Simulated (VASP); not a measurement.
A run of VASP 6.6.1 is set up as follows.

The input INCAR:

```
SYSTEM = CuO
PREC = Accurate ; ENCUT = 600
EDIFF = 1E-6 ; ISMEAR = -1
SIGMA = 0.08 ; LREAL = .FALSE.
LASPH = .TRUE. ; NELM = 120
ALGO = Normal ; ISIF = 2
LWAVE = .FALSE. ; LCHARG = .FALSE.
GGA = PE ; NBANDS = 16
GGA_COMPAT = .FALSE.
```

Contents of KPOINTS:

```
Automatic mesh
0
G
  12 12 12
  0 0 0
```

Contents of POSCAR:

```
CuO
1.0
    2.6542962143      0.0000000000      0.0000000000
    0.0000000000      2.6542962143      0.0000000000
    0.0000000000      0.0000000000      2.6542962143
Cu O
1 1
Direct
    0.0000000000      0.0000000000      0.0000000000
    0.5000000000      0.5000000000      0.5000000000
```

Potentials or basis: VASP PAW PBE potentials, release 64 (Cu, O).

The run is started by

```bash
$ cat potpaw_PBE.64/Cu/POTCAR potpaw_PBE.64/O/POTCAR > POTCAR
$ mpirun -np 1 vasp_std > vasp.out
```

Task: What does it give for the pressure?

Result: -3.0 GPa.

Caveat: an odd number of electrons without spin polarisation forces a metal; a magnetic or distorted state may lie lower.
